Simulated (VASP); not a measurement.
Here is a VASP 6.6.1 calculation.

Contents of INCAR:

```
SYSTEM = C
  PREC = Accurate
  ENCUT = 520
  EDIFF = 1E-6
  ISMEAR = 0
  SIGMA = 0.05
  LREAL = Auto
  LASPH = .True.
  NELM = 100
  ALGO = Normal
  ISIF = 2
  LWAVE = .False.
  LCHARG = .False.
  GGA = PE
  NBANDS = 141
```

KPOINTS

```
Automatic mesh
0
Gamma
  2 2 2
  0 0 0
```

POSCAR

```
C
1.0
    0.0000000000      5.3501100000      5.3501100000
    5.3501100000      0.0000000000      5.3501100000
    5.3501100000      5.3501100000      0.0000000000
C
54
Direct
    0.0000000000      0.0000000000      0.0000000000
    0.0000000000      0.0000000000      0.3333330000
    0.0000000000      0.0000000000      0.6666670000
    0.0000000000      0.3333330000      0.0000000000
    0.0000000000      0.3333330000      0.3333330000
    0.0000000000      0.3333330000      0.6666670000
    0.0000000000      0.6666670000      0.0000000000
    0.0000000000      0.6666670000      0.3333330000
    0.0000000000      0.6666670000      0.6666670000
    0.3333330000      0.0000000000      0.0000000000
    0.3333330000      0.0000000000      0.3333330000
    0.3333330000      0.0000000000      0.6666670000
    0.3333330000      0.3333330000      0.0000000000
    0.3333330000      0.3333330000      0.3333330000
    0.3333330000      0.3333330000      0.6666670000
    0.3333330000      0.6666670000      0.0000000000
    0.3333330000      0.6666670000      0.3333330000
    0.3333330000      0.6666670000      0.6666670000
    0.6666670000      0.0000000000      0.0000000000
    0.6666670000      0.0000000000      0.3333330000
    0.6666670000      0.0000000000      0.6666670000
    0.6666670000      0.3333330000      0.0000000000
    0.6666670000      0.3333330000      0.3333330000
    0.6666670000      0.3333330000      0.6666670000
    0.6666670000      0.6666670000      0.0000000000
    0.6666670000      0.6666670000      0.3333330000
    0.6666670000      0.6666670000      0.6666670000
    0.0833330000      0.0833330000      0.0833330000
    0.0833330000      0.0833330000      0.4166670000
    0.0833330000      0.0833330000      0.7500000000
    0.0833330000      0.4166670000      0.0833330000
    0.0833330000      0.4166670000      0.4166670000
    0.0833330000      0.4166670000      0.7500000000
    0.0833330000      0.7500000000      0.0833330000
    0.0833330000      0.7500000000      0.4166670000
    0.0833330000      0.7500000000      0.7500000000
    0.4166670000      0.0833330000      0.0833330000
    0.4166670000      0.0833330000      0.4166670000
    0.4166670000      0.0833330000      0.7500000000
    0.4166670000      0.4166670000      0.0833330000
    0.4166670000      0.4166670000      0.4166670000
    0.4166670000      0.4166670000      0.7500000000
    0.4166670000      0.7500000000      0.0833330000
    0.4166670000      0.7500000000      0.4166670000
    0.4166670000      0.7500000000      0.7500000000
    0.7500000000      0.0833330000      0.0833330000
    0.7500000000      0.0833330000      0.4166670000
    0.7500000000      0.0833330000      0.7500000000
    0.7500000000      0.4166670000      0.0833330000
    0.7500000000      0.4166670000      0.4166670000
    0.7500000000      0.4166670000      0.7500000000
    0.7500000000      0.7500000000      0.0833330000
    0.7500000000      0.7500000000      0.4166670000
    0.7500000000      0.7500000000      0.7500000000
```

Potentials or basis: VASP PAW PBE potentials, release 64 (C).

Command:

```sh
$ cat potpaw_PBE.64/C/POTCAR > POTCAR
$ mpirun -np 1 vasp_std > vasp.out
```

Problem. Estimate the band gap on the k mesh.

Solution. 4.15 eV.

Problem. Predict the pressure.

Solution. 2.5 GPa.

Caveat: the k points lie up to 0.51 Å⁻¹ apart. As with any semilocal functional, this PBE gap is likely too small.
